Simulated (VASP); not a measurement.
Set up this calculation in VASP 6.6.1, as the native input.

* Task: single point
* Functional: PBEsol
* Potentials or basis: VASP PAW PBE potentials, release 64 (Si)
* Cutoff: 520 eV
* k mesh: 10 × 10 × 8
* Occupations: gaussian, width 0.02 eV
* Spin: no spin polarisation
* Dipole correction: no
* Further INCAR settings: ALGO = Normal; EDIFF = 1e-07; NBANDS = 16

The structure of Si lies in POSCAR:

```
Si
1.0
    2.6082403976      2.6082403976      0.0000000000
   -2.7440862516      2.7440862516      0.0000000000
    0.0000000000      0.0000000000      5.4881725032
Si
4
Direct
    0.0000000000      0.5000000000      0.2514822651
    0.0000000000      0.0000000000      0.4985177349
    0.5000000000      0.0000000000      0.7514822651
    0.5000000000      0.5000000000     -0.0014822651
```

This cell differs from its parent crystal: uniaxial strain along a: -4.0 %.

One way to write it, as run:

INCAR

```
ALGO     = Normal         # electronic algorithm
EDIFF    = 1E-7           # SCF threshold, eV
ENCUT    = 520            # plane-wave cutoff, eV
GGA      = PS             # functional
ISIF     = 2              # what is computed and relaxed
ISMEAR   = 0              # smearing method
LASPH    = True           # aspherical terms in the spheres
LCHARG   = True           # write CHGCAR
LELF     = True           # ELF
LREAL    = False          # projectors in reciprocal space
LVHAR    = True         
LWAVE    = False          # write WAVECAR
NBANDS   = 16             # bands
NELM     = 60             # most SCF steps
PREC     = Accurate       # precision mode
SIGMA    = 0.02           # smearing width, eV
```

KPOINTS

```
k-points
0
Gamma
  10 10 8
```

Potentials or basis: VASP PAW PBE potentials, release 64 (Si).

Run with:

```bash
$ cat potpaw_PBE.64/Si/POTCAR > POTCAR
$ mpirun -np 1 vasp_std > vasp.out
```

It gave:

```json
{
  "Pressure": "2.2 GPa",
  "Largest force": "0.312 eV/Å",
  "Band gap on the k mesh": "0.12 eV"
}
```

Caveat: the cell differs from its parent crystal (uniaxial strain along a: -4.0 %); the PAW data sets were made with another functional, which shifts forces and pressure a little.

Wall time 2.2 min on 1 thread of AMD EPYC 7R13 Processor (Zen 3) (shared host), peak memory 0.26 GiB.
